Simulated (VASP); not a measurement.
# BaO (Fm-3m) in VASP: a series of runs

The runs below take BaO through single point, relaxation of cell and atoms, with PBEsol.

Program: VASP 6.6.1. These are calculated values, not measurements. Logs are shortened: lines on timing, memory, paths and dates and some standing lists are left out, and cuts for length are marked.

**1. The cell of the first run**

Symmetry: Fm-3m, No. 225, cubic system. The conventional cell has a = 5.490 Å, b = 5.490 Å, c = 5.490 Å, α = 90.00°, β = 90.00°, γ = 90.00°. Ba (site symmetry m-3m) has 6 O at 2.75 Å within 3.6 Å. O (site symmetry m-3m) has 6 Ba at 2.75 Å within 3.6 Å.

**2. Single point, PBEsol**

INCAR

```
ALGO     = Normal         # electronic algorithm
EDIFF    = 1E-6           # SCF threshold, eV
ENCUT    = 1340           # plane-wave cutoff, eV
GGA      = PS             # functional
GGA_COMPAT= F            
ISIF     = 2              # what is computed and relaxed
ISMEAR   = 0              # smearing method
LASPH    = T              # aspherical terms in the spheres
LCHARG   = T              # write CHGCAR
LELF     = T              # ELF
LREAL    = F              # projectors in reciprocal space
LVHAR    = T            
LWAVE    = F              # write WAVECAR
NBANDS   = 15             # bands
NELM     = 120            # most SCF steps
PREC     = Accurate       # precision mode
SIGMA    = 0.01           # smearing width, eV
```

KPOINTS

```
k-points
0
Gamma
  7 7 7
```

POSCAR

```
BaO
1.0
    0.0000000000      2.7450938766      2.7450938766
    2.7450938766      0.0000000000      2.7450938766
    2.7450938766      2.7450938766      0.0000000000
Ba O
1 1
Direct
    0.0000000000      0.0000000000      0.0000000000
    0.5000000000      0.5000000000      0.5000000000
```

Potentials or basis: VASP PAW PBE potentials, release 64 (Ba_sv, O_h).

Command:

```sh
> cat potpaw_PBE.64/Ba_sv/POTCAR potpaw_PBE.64/O_h/POTCAR > POTCAR
> mpirun -np 1 vasp_std > vasp.out
```

OUTCAR:

```text
EDIFF = 1E-6
   ENCUT = 1340
   GGA = PS
   ISIF = 2
   ISMEAR = 0
   LASPH = T
   LREAL = F
   NELM = 120
   PREC = Accurate

 ion  position               nearest neighbor table
   1  0.000  0.000  0.000-   2 2.75   2 2.75   2 2.75   2 2.75   2 2.75   2 2.75
   2  0.500  0.500  0.500-   1 2.75   1 2.75   1 2.75   1 2.75   1 2.75   1 2.75

  LATTYP: Found a face centered cubic cell.
 ALAT       =     5.4901877532

  Lattice vectors:

 A1 = (   0.0000000000,   2.7450938766,   2.7450938766)
 A2 = (   2.7450938766,   0.0000000000,   2.7450938766)
 A3 = (   2.7450938766,   2.7450938766,   0.0000000000)

Analysis of symmetry for initial positions (statically):
=====================================================================
 Subroutine PRICEL returns:
 Original cell was already a primitive cell.

 Routine SETGRP: Setting up the symmetry group for a
 face centered cubic supercell.

 Subroutine GETGRP returns: Found 48 space group operations
 (whereof 48 operations were pure point group operations)
 out of a pool of 48 trial point group operations.

The static configuration has the point symmetry O_h .

Analysis of symmetry for dynamics (positions and initial velocities):
=====================================================================
 Subroutine PRICEL returns:
 Original cell was already a primitive cell.

 Routine SETGRP: Setting up the symmetry group for a
 face centered cubic supercell.

 Subroutine GETGRP returns: Found 48 space group operations
 (whereof 48 operations were pure point group operations)
 out of a pool of 48 trial point group operations.

The dynamic configuration has the point symmetry O_h .

 Subroutine INISYM returns: Found 48 space group operations
 (whereof 48 operations are pure point group operations),
 and found     1 'primitive' translations

----------------------------------------------------------------------------------------

                                     Primitive cell

  volume of cell :      41.3715

  direct lattice vectors                    reciprocal lattice vectors
     0.000000000  2.745093877  2.745093877    -0.182143133  0.182143133  0.182143133
     2.745093877  0.000000000  2.745093877     0.182143133 -0.182143133  0.182143133
     2.745093877  2.745093877  0.000000000     0.182143133  0.182143133 -0.182143133

  length of vectors
     3.882148990  3.882148990  3.882148990     0.315481161  0.315481161  0.315481161

  position of ions in fractional coordinates (direct lattice)
     0.000000000  0.000000000  0.000000000
     0.500000000  0.500000000  0.500000000

  ion indices of the primitive-cell ions
   primitive index   ion index
                 1           1
                 2           2

----------------------------------------------------------------------------------------

 KPOINTS: k-points

Automatic generation of k-mesh.
 Grid dimensions read from file:
 generate k-points for:    7    7    7

 Generating k-lattice:

  Cartesian coordinates                     Fractional coordinates (reciprocal lattice)
    -0.026020448  0.026020448  0.026020448     0.142857143  0.000000000  0.000000000
     0.026020448 -0.026020448  0.026020448     0.000000000  0.142857143  0.000000000
     0.026020448  0.026020448 -0.026020448     0.000000000  0.000000000  0.142857143

  Length of vectors
     0.045068737  0.045068737  0.045068737

  Shift w.r.t. Gamma in fractional coordinates (k-lattice)
     0.000000000  0.000000000  0.000000000

 Subroutine IBZKPT returns following result:
 ===========================================

 Found     20 irreducible k-points:

 Following reciprocal coordinates:
            Coordinates               Weight
  0.000000  0.000000  0.000000      1.000000
  0.142857  0.000000  0.000000      8.000000
  0.285714  0.000000  0.000000      8.000000
  0.428571  0.000000  0.000000      8.000000
  0.142857  0.142857  0.000000      6.000000
  0.285714  0.142857  0.000000     24.000000
[... 12 lines left out ...]
 -0.428571  0.428571  0.142857     24.000000
 -0.285714  0.428571  0.142857     24.000000
   k-points           NKPTS =     20   k-points in BZ     NKDIM =     20   number of bands    NBANDS=     15
   number of dos      NEDOS =    301   number of ions     NIONS =      2
   total plane-waves  NPLWV = 110592
   dimension x,y,z NGX =    48 NGY =   48 NGZ =   48
   dimension x,y,z NGXF=    96 NGYF=   96 NGZF=   96
   ions per type =               1   1
   NGX,Y,Z   is equivalent  to a cutoff of  20.56, 20.56, 20.56 a.u.
   NGXF,Y,Z  is equivalent  to a cutoff of  41.11, 41.11, 41.11 a.u.
 SYSTEM =  unknown system
   PREC   = accura    normal or accurate (medium, high low for compatibility)
   ISTART =      0    job   : 0-new  1-cont  2-samecut
   ICHARG =      2    charge: 1-file 2-atom 10-const
   ISPIN  =      1    spin polarized calculation?
   LNONCOLLINEAR =      F non collinear calculations
   LSORBIT =      F    spin-orbit coupling
   LASPH  =      T    aspherical Exc in radial PAW
   ENCUT  = 1340.0 eV  98.49 Ry    9.92 a.u.  11.59 11.59 11.59*2*pi/ulx,y,z
   NELM   =    120;   NELMIN=  2; NELMDL= -5     # of ELM steps
   EDIFF  = 0.1E-05   stopping-criterion for ELM
   LREAL  =      F    real-space projection
   EDIFFG = 0.1E-04   stopping-criterion for IOM
   NSW    =      0    number of steps for IOM
   IBRION =     -1    ionic relax: 0-MD 1-quasi-New 2-CG
   NFREE  =      0    steps in history (QN), initial steepest desc. (CG)
   ISIF   =      2    stress and relaxation
   ISYM   =      2    0-nonsym 1-usesym 2-fastsym
   POTIM  = 0.5000    time-step for ionic-motion
   TEBEG  =    0.0;   TEEND  =   0.0 temperature during run
   PSTRESS=    0.0 pullay stress
   NELECT =      16.0000    total number of electrons
   NUPDOWN=      -1.0000    fix difference up-down
   EMIN   =  10.00;   EMAX   =-10.00  energy-range for DOS
   EFERMI =   0.00;   METHOD = LEGACY
   ISMEAR =     0;   SIGMA  =   0.01  broadening in eV -4-tet -1-fermi 0-gaus
   EFERMI_NEDOS =   21; number of points for ismear=-14 and -15
   IALGO  =     38    algorithm
   IMIX   =      4    mixing-type and parameters
     AMIX     =   0.40;   BMIX     =  1.00
     AMIX_MAG =   1.60;   BMIX_MAG =  1.00
  volume/ion in A,a.u.               =      20.69       139.59
  Fermi-wavevector in a.u.,A,eV,Ry     =   1.192745  2.253961 19.356203  1.422641
  Thomas-Fermi vector in A             =   2.328776
   LORBIT       =      0    0 simple, 1 ext, 2 COOP (PROOUT), +10 PAW based schemes
   GGA     = PS    functional components
   LHFCALC =     F    Hartree Fock is set to
   AEXX    =    0.0000 exact exchange contribution
   IVDW    =     0    specifies the selected vdW correction
   LEPSILON=     F    determine dielectric tensor
   LRPA    =     F    only Hartree local field effects (RPA)
 non-spin polarized calculation
 Gauss-broadening in eV      SIGMA  =   0.01
  energy-cutoff  :     1340.00
  volume of cell :       41.37
 maximum number of plane-waves:      4645
   NGX = 23   NGY = 23   NGZ = 23

 number of electron      16.0000000 magnetization

 Free energy of the ion-electron system (eV)
  ---------------------------------------------------
  ext. energy  EPLUGINS =         0.00000000
  ---------------------------------------------------
  free energy    TOTEN  =       -12.39929424 eV

  energy without entropy =      -12.39929424  energy(sigma->0) =      -12.39929424

 E-fermi :   2.1656     XC(G=0):  -9.9808

 val. band max:        2.0264581617   @ k =  -0.4286   0.4286   0.0000
 cond. band min:       3.9422210965   @ k =   0.4286   0.4286   0.0000
 fundamental gap:      1.9157629348
 Fermi energy:         2.1656211053

 k-point     1 :       0.0000    0.0000    0.0000
  band No.  band energies     occupation
      1     -23.7684      2.00000
      2     -12.9273      2.00000
      3      -8.2031      2.00000
      4      -8.2031      2.00000
      5      -8.2031      2.00000
      6       1.6561      2.00000
      7       1.6561      2.00000
      8       1.6561      2.00000
      9       5.5586      0.00000
     10       6.6946      0.00000
     11       6.6946      0.00000
     12       6.6946      0.00000
     13       9.0509      0.00000
     14       9.0509      0.00000
     15      11.8502      0.00000

 k-point     2 :       0.1429    0.0000    0.0000
  band No.  band energies     occupation
      1     -23.7155      2.00000
      2     -13.0803      2.00000
      3      -8.2519      2.00000
      4      -8.2282      2.00000
      5      -8.2282      2.00000
      6       1.2103      2.00000
      7       1.3843      2.00000
      8       1.3843      2.00000
      9       6.3409      0.00000
     10       6.6026      0.00000
     11       7.0865      0.00000
     12       7.0865      0.00000
     13       9.5927      0.00000
     14       9.5927      0.00000
     15      13.1321      0.00000

 k-point     3 :       0.2857    0.0000    0.0000
  band No.  band energies     occupation
      1     -23.5924      2.00000
      2     -13.4251      2.00000
      3      -8.3514      2.00000
      4      -8.2829      2.00000
      5      -8.2829      2.00000
      6       0.4629      2.00000
      7       0.8601      2.00000
      8       0.8601      2.00000
      9       6.5189      0.00000
     10       8.1077      0.00000
     11       8.1077      0.00000
     12       8.3534      0.00000
     13      10.8714      0.00000
     14      10.8714      0.00000
     15      15.5722      0.00000
[... 271 lines left out ...]
 k-point    19 :      -0.4286    0.4286    0.1429
  band No.  band energies     occupation
      1     -23.4072      2.00000
      2     -13.3112      2.00000
      3      -9.5098      2.00000
      4      -9.0259      2.00000
      5      -8.4825      2.00000
      6       1.0370      2.00000
      7       1.7288      2.00000
      8       1.7800      2.00000
      9       4.9579      0.00000
     10       8.5764      0.00000
     11       8.9928      0.00000
     12      11.5399      0.00000
     13      11.5796      0.00000
     14      13.8647      0.00000
     15      14.7249      0.00000

 k-point    20 :      -0.2857    0.4286    0.1429
  band No.  band energies     occupation
      1     -23.3967      2.00000
      2     -13.3842      2.00000
      3      -9.4487      2.00000
      4      -9.1312      2.00000
      5      -8.3215      2.00000
      6       0.6359      2.00000
      7       1.5682      2.00000
      8       1.8635      2.00000
      9       6.1535      0.00000
     10       7.3089      0.00000
     11       9.1848      0.00000
     12      11.4126      0.00000
     13      11.9791      0.00000
     14      13.7937      0.00000
     15      15.6688      0.00000

------------------------ aborting loop because EDIFF is reached ----------------------------------------

  FORCE on cell =-STRESS in cart. coord.  units (eV):
  Direction    XX          YY          ZZ          XY          YZ          ZX
  --------------------------------------------------------------------------------------
  -------------------------------------------------------------------------------------
  Total        0.4792396      0.4792396      0.4792396      0.0000000      0.0000000      0.0000000
  in kB       18.5593036     18.5593036     18.5593036      0.0000000      0.0000000      0.0000000
  external PRESSURE =      18.5593036 kB  Pullay stress =       0.0000000 kB

 VOLUME and BASIS-vectors are now :
 -----------------------------------------------------------------------------
  energy-cutoff  :     1340.00
  volume of cell :       41.37
      direct lattice vectors                 reciprocal lattice vectors
     0.000000000  2.745093877  2.745093877    -0.182143133  0.182143133  0.182143133
     2.745093877  0.000000000  2.745093877     0.182143133 -0.182143133  0.182143133
     2.745093877  2.745093877  0.000000000     0.182143133  0.182143133 -0.182143133

 POSITION                                       TOTAL-FORCE (eV/Angst)
 -----------------------------------------------------------------------------------
      0.00000      0.00000      0.00000         0.000000      0.000000      0.000000
      2.74509      2.74509      2.74509        -0.000000     -0.000000     -0.000000
 -----------------------------------------------------------------------------------
    total drift:                               -0.000000     -0.000000     -0.000000

  FREE ENERGIE OF THE ION-ELECTRON SYSTEM (eV)
  ---------------------------------------------------
  free  energy   TOTEN  =       -12.3992942358 eV

  energy  without entropy=      -12.3992942358  energy(sigma->0) =      -12.39929424
```

Wall time 60 s (1 thread of Intel Xeon Platinum 8259CL at 2.50GHz (Skylake/Cascade Lake), shared host); peak memory 0.34 GiB.

What came out:

| Quantity | Value |
| --- | --- |
| Free energy | -12.3993 eV |
| Pressure | 1.9 GPa |
| Band gap on the k mesh | 1.92 eV (least direct gap 2.09 eV) |

Levels at points of the mesh, in eV from the valence-band top:
| k point | band 4 | band 5 | band 6 | band 7 | band 8 | band 9 | band 10 | band 11 | band 12 | band 13 |
| --- | --- | --- | --- | --- | --- | --- | --- | --- | --- | --- |
| (0.00, 0.00, 0.00) | -10.23 | -10.23 | -0.37 | -0.37 | -0.37 | 3.53 | 4.67 | 4.67 | 4.67 | 7.02 |

Caveat: the PAW data sets were made with another functional, which shifts forces and pressure a little; spin-orbit coupling is left out, which moves the levels of the heavy elements; an odd mesh through Γ misses points on the zone boundary, where band edges can lie. PBEsol gaps usually lie below the measured ones, often by a third to a half.

(Part 1 of 2 ends here.)
